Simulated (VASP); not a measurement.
Wanted: the native input for a VASP 6.6.1 run.

- Task: relaxation of cell and atoms
- Functional: LDA
- Potentials or basis: VASP PAW LDA potentials, release 64 (Cu_sv_GW)
- Cutoff: 820 eV
- k mesh: 18 × 18 × 18
- Occupations: fermi-dirac, width 0.05 eV
- Spin: no spin polarisation
- Dipole correction: no
- Further INCAR settings: ALGO = Normal; EDIFF = 1e-07; IBRION = 2; EDIFFG = -0.01; NSW = 80; ISIF = 3

The structure of Cu lies in POSCAR:

```
Cu
1.0
    0.0000000000      1.8074800000      1.8074800000
    1.8074800000      0.0000000000      1.8074800000
    1.8074800000      1.8074800000      0.0000000000
Cu
1
Direct
    0.0000000000      0.0000000000      0.0000000000
```

The input as run:

INCAR

```
SYSTEM = Cu
  PREC = Accurate
  ENCUT = 820
  EDIFF = 1E-7
  ISMEAR = -1
  SIGMA = 0.05
  LREAL = .FALSE.
  LASPH = .TRUE.
  NELM = 120
  ALGO = Normal
  ISIF = 3
  LWAVE = .FALSE.
  LCHARG = .FALSE.
  IBRION = 2
  NSW = 80
  EDIFFG = -0.01
  GGA_COMPAT = .FALSE.
  NELMIN = 4
```

KPOINTS

```
regular mesh
0
G
  18 18 18
  0 0 0
```

Potentials or basis: VASP PAW LDA potentials, release 64 (Cu_sv_GW).

Run with:

```console
$ cat potpaw_LDA.64/Cu_sv_GW/POTCAR > POTCAR
$ mpirun -np 1 vasp_std > vasp.out
```

Results of the run:

```json
{"Relaxed volume": "10.90 Å³/atom", "Relaxed cell": "a = 2.488 Å, b = 2.488 Å, c = 2.488 Å, α = 60.00°, β = 60.00°, γ = 60.00°", "Space group after relaxing (to 0.1 Å)": "Fm-3m (No. 225)", "Energy gained by relaxing": "41.5 meV/atom", "Ionic steps": "3", "Pressure after relaxing": "-0.1 GPa", "Band gap on the k mesh": "zero (an odd number of electrons rules out a gap without spin polarisation)"}
```

Run time: 94 s on 1 thread of Intel(R) Xeon(R) Platinum 8375C CPU @ 2.90GHz (Ice Lake), on a shared host, peak memory 0.21 GiB.
